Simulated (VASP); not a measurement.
Wanted: the native input for a VASP 6.6.1 run.

| Property | Result |
| --- | --- |
| Task | relaxation of the atoms |
| Functional | PBEsol |
| Potentials or basis | VASP PAW PBE potentials, release 64 (Al) |
| Cutoff | 520 eV |
| k mesh | 8 × 12 × 1 |
| Occupations | methfessel-paxton, width 0.1 eV |
| Spin | no spin polarisation |
| Dipole correction | yes |
| Further INCAR settings | ALGO = Normal; EDIFF = 1e-06; IBRION = 2; EDIFFG = -0.01; NSW = 60 |

The structure of Al lies in POSCAR:

```
Al
1.0
    4.0144529650      0.0000000000      0.0000000000
    0.0000000000      2.8386469140      0.0000000000
    0.0000000000      0.0000000000     30.1932345700
Al
11
Direct
    0.0000000000      0.0000000000      0.2649600188
    0.5000000000      0.5000000000      0.3119680151
    0.0000000000      0.0000000000      0.3589760113
    0.5000000000      0.5000000000      0.4059840075
    0.0000000000      0.0000000000      0.4529920038
    0.5000000000      0.5000000000      0.5000000000
    0.0000000000      0.0000000000      0.5470079962
    0.5000000000      0.5000000000      0.5940159925
    0.0000000000      0.0000000000      0.6410239887
    0.5000000000      0.5000000000      0.6880319849
    0.0000000000      0.0000000000      0.7350399812
```

One way to write it, as run:

INCAR

```
SYSTEM = Al
PREC = Accurate
ENCUT = 520
EDIFF = 1E-6
ISMEAR = 1
SIGMA = 0.1
LREAL = .FALSE.
LASPH = .TRUE.
NELM = 60
ALGO = Normal
ISIF = 2
LWAVE = .FALSE.
LCHARG = .FALSE.
LDIPOL = .TRUE.
IDIPOL = 3
DIPOL = 0.5 0.5 0.500
GGA = PS
IBRION = 2
NSW = 60
EDIFFG = -0.01
KPAR = 4
```

KPOINTS

```
regular mesh
0
G
  8 12 1
  0 0 0
```

Potentials or basis: VASP PAW PBE potentials, release 64 (Al).

Launch:

```console
$ cat potpaw_PBE.64/Al/POTCAR > POTCAR
$ mpirun -np 4 vasp_std > vasp.out
```

It gave:

```json
{
  "Energy gained by relaxing": "2.0 meV/atom",
  "Ionic steps": "9",
  "Largest force after relaxing": "0.009 eV/Å",
  "Band gap on the k mesh": "zero (an odd number of electrons rules out a gap without spin polarisation)"
}
```

Caveat: the highest band is partly filled, so the run has too few bands; the PAW data sets were made with another functional, which shifts forces and pressure a little.

Run time: 9.8 min on 4 MPI ranks on Intel(R) Xeon(R) Platinum 8488C (Sapphire Rapids), with other jobs on the host, peak memory 0.54 GiB a rank.
